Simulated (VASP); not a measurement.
# WC (Qusongite) (P-6m2) in VASP: further runs, part 2 of 2

VASP 6.6.1.

### Step 5. Single point, PBE

This run uses another cell than the first one, of 10.90 Å³/atom, 1.105 times its volume.

The input, INCAR:

```
SYSTEM = WC
ALGO = Normal
EDIFF = 1E-7
ENCUT = 520
GGA = PE
ISIF = 2
ISMEAR = 1
LASPH = .TRUE.
LCHARG = .TRUE.
LELF = .TRUE.
LREAL = .FALSE.
LVHAR = .TRUE.
LWAVE = .FALSE.
NBANDS = 16
NELM = 60
PREC = Accurate
SIGMA = 0.1
```

The input, KPOINTS:

```
k-points
0
G
  14 14 12
  0 0 0
```

The input, POSCAR:

```
WC
1.0
    2.9065000000      0.0000000000      0.0000000000
   -1.4532500000      2.5171030000      0.0000000000
    0.0000000000      0.0000000000      2.9784300000
W C
1 1
Direct
    0.0000000000      0.0000000000      0.0000000000
    0.6666666667      0.3333333333      0.5000000000
```

Potentials or basis: VASP PAW PBE potentials, release 64 (W_sv, C).

On the command line:

```bash
cat potpaw_PBE.64/W_sv/POTCAR potpaw_PBE.64/C/POTCAR > POTCAR
mpirun -np 1 vasp_std > vasp.out
```

OUTCAR:

```text
SYSTEM = WC
   EDIFF = 1E-7
   ENCUT = 520
   GGA = PE
   ISIF = 2
   ISMEAR = 1
   LASPH = .TRUE.
   LREAL = .FALSE.
   NELM = 60
   PREC = Accurate

 ion  position               nearest neighbor table
   1  0.000  0.000  0.000-   2 2.24   2 2.24   2 2.24   2 2.24   2 2.24   2 2.24
   2  0.667  0.333  0.500-   1 2.24   1 2.24   1 2.24   1 2.24   1 2.24   1 2.24

  LATTYP: Found a hexagonal cell.
 ALAT       =     2.9065000000
 C/A-ratio  =     1.0247479787

  Lattice vectors:

 A1 = (   2.9065000000,   0.0000000000,   0.0000000000)
 A2 = (  -1.4532500000,   2.5171030000,   0.0000000000)
 A3 = (   0.0000000000,   0.0000000000,   2.9784300000)

Analysis of symmetry for initial positions (statically):
=====================================================================
 Subroutine PRICEL returns:
 Original cell was already a primitive cell.

 Routine SETGRP: Setting up the symmetry group for a
 hexagonal supercell.

 Subroutine GETGRP returns: Found 12 space group operations
 (whereof 12 operations were pure point group operations)
 out of a pool of 24 trial point group operations.

The static configuration has the point symmetry D_3h.

Analysis of symmetry for dynamics (positions and initial velocities):
=====================================================================
 Subroutine PRICEL returns:
 Original cell was already a primitive cell.

 Routine SETGRP: Setting up the symmetry group for a
 hexagonal supercell.

 Subroutine GETGRP returns: Found 12 space group operations
 (whereof 12 operations were pure point group operations)
 out of a pool of 24 trial point group operations.

The dynamic configuration has the point symmetry D_3h.

 Subroutine INISYM returns: Found 12 space group operations
 (whereof 12 operations are pure point group operations),
 and found     1 'primitive' translations

----------------------------------------------------------------------------------------

                                     Primitive cell

[... 106 lines left out ...]
   EFERMI_NEDOS =   21; number of points for ismear=-14 and -15
   IALGO  =     38    algorithm
   IMIX   =      4    mixing-type and parameters
     AMIX     =   0.40;   BMIX     =  1.00
     AMIX_MAG =   1.60;   BMIX_MAG =  1.00
  volume/ion in A,a.u.               =      10.90        73.52
  Fermi-wavevector in a.u.,A,eV,Ry     =   1.536076  2.902763 32.103356  2.359530
  Thomas-Fermi vector in A             =   2.642776
   LORBIT       =      0    0 simple, 1 ext, 2 COOP (PROOUT), +10 PAW based schemes
   GGA     = PE    functional components
   LHFCALC =     F    Hartree Fock is set to
   AEXX    =    0.0000 exact exchange contribution
   IVDW    =     0    specifies the selected vdW correction
   LEPSILON=     F    determine dielectric tensor
   LRPA    =     F    only Hartree local field effects (RPA)
 non-spin polarized calculation
 Methfessel and Paxton  Order N= 1 SIGMA  =   0.10
  energy-cutoff  :      520.00
  volume of cell :       21.79
 maximum number of plane-waves:       623
 NGX is ok and might be reduce to    24
   NGX = 11   NGY = 11   NGZ = 11

 number of electron      18.0000001 magnetization

 Free energy of the ion-electron system (eV)
  ---------------------------------------------------
  ext. energy  EPLUGINS =         0.00000000
  ---------------------------------------------------
  free energy    TOTEN  =       -22.34201305 eV

  energy without entropy =      -22.34213905  energy(sigma->0) =      -22.34205505

 E-fermi :  10.3773     XC(G=0): -13.5412

 val. band max:       10.3702755097   @ k =   0.0714   0.0714   0.4167
 cond. band min:      10.4685644023   @ k =   0.5000  -0.0000   0.5000
 fundamental gap:      0.0982888926
 Fermi energy:        10.3773352703

 k-point     1 :       0.0000    0.0000    0.0000
  band No.  band energies     occupation
      1     -63.7365      2.00000
      2     -27.8015      2.00000
      3     -27.5658      2.00000
      4     -27.5658      2.00000
      5      -3.6614      2.00000
      6       6.2368      2.00000
[... 433 lines left out ...]
      3     -28.0475      2.00000
      4     -27.6773      2.00000
      5       0.3571      2.00000
      6       4.1990      2.00000
[... 8 lines left out ...]
     15      24.9308      0.00000
     16      26.1523      0.00000

 [... further k-points ...]
[... 5 lines left out ...]
  --------------------------------------------------------------------------------------
  -------------------------------------------------------------------------------------
  Total       -0.1604211     -0.1604211     -4.8465607      0.0000000      0.0000000      0.0000000
  in kB      -11.7954205    -11.7954220   -356.3571940      0.0000000      0.0000000      0.0000000
  external PRESSURE =    -126.6493455 kB  Pullay stress =       0.0000000 kB

 VOLUME and BASIS-vectors are now :
 -----------------------------------------------------------------------------
  energy-cutoff  :      520.00
  volume of cell :       21.79
      direct lattice vectors                 reciprocal lattice vectors
     2.906500000  0.000000000  0.000000000     0.344056425  0.198641057  0.000000000
    -1.453250000  2.517103000  0.000000000     0.000000000  0.397282114  0.000000000
     0.000000000  0.000000000  2.978430000     0.000000000  0.000000000  0.335747357

 POSITION                                       TOTAL-FORCE (eV/Angst)
 -----------------------------------------------------------------------------------
      0.00000      0.00000      0.00000         0.000000      0.000000      0.000000
      1.45325      0.83903      1.48921        -0.000000     -0.000000      0.000000
 -----------------------------------------------------------------------------------
    total drift:                               -0.000000      0.000000      0.000000

  FREE ENERGIE OF THE ION-ELECTRON SYSTEM (eV)
  ---------------------------------------------------
  free  energy   TOTEN  =       -22.3420130474 eV

  energy  without entropy=      -22.3421390497  energy(sigma->0) =      -22.34205505
```

stdout:

```text
POSCAR found type information on POSCAR W C
 POSCAR found :  2 types and       2 ions
 scaLAPACK will be used
 LDA part: xc-table for (Slater+PW92), standard interpolation
 POSCAR, INCAR and KPOINTS ok, starting setup
 FFT: planning ... GRIDC
 FFT: planning ... GRID_SOFT
 FFT: planning ... GRID
 WAVECAR not read
 entering main loop
```

It took 73 s on 1 thread of AMD EPYC 7R43 (Zen 3), shared host; peak memory 0.15 GiB.

What came out:

| Property | Result |
| --- | --- |
| Free energy | -22.3420 eV |
| Pressure | -12.7 GPa |
| Band gap on the k mesh | zero (band 9 reaches 10.93 eV, above the bottom of band 10 at 9.82 eV) |

Levels at points of the mesh, in eV from the Fermi level:
```
           k point  band 7  band 8  band 9  band 10  band 11  band 12
(0.00, 0.00, 0.00)   -2.80   -2.80   -0.36     2.95     2.95     5.18
(0.50, 0.00, 0.00)   -3.88   -3.36   -0.12     2.04     4.54     5.03
(0.00, 0.00, 0.50)   -1.42   -1.42   -0.56    -0.56     2.61     4.62
(0.50, 0.00, 0.50)   -4.18   -3.71    0.09     4.42     4.58     6.14
```

Caveat: spin-orbit coupling is left out, which moves the levels of the heavy elements.

### Step 6. Overview

| cell | gap on the mesh (eV) | pressure (GPa) |
| --- | --- | --- |
| a = 2.906, b = 2.907, c = 2.695 Å, angles 90.0, 90.0, 120.0°, 2 atoms | none | 33.7 |
| a = 2.906, b = 2.907, c = 2.766 Å, angles 90.0, 90.0, 120.0°, 2 atoms | none | 19.1 |
| a = 2.906, b = 2.907, c = 2.908 Å, angles 90.0, 90.0, 120.0°, 2 atoms | none | -3.8 |
| a = 2.906, b = 2.907, c = 2.978 Å, angles 90.0, 90.0, 120.0°, 2 atoms | none | -12.7 |

Alike in all rows: task single point; level PBE; potentials or basis VASP PAW PBE potentials, release 64 (W_sv, C); no spin polarisation; k mesh 14 × 14 × 12; cutoff (eV) 520; smearing methfessel-paxton 0.1 eV.

Caveats: spin-orbit coupling is left out, which moves the levels of the heavy elements.

Absolute energies hang on the potentials; compare differences alone.
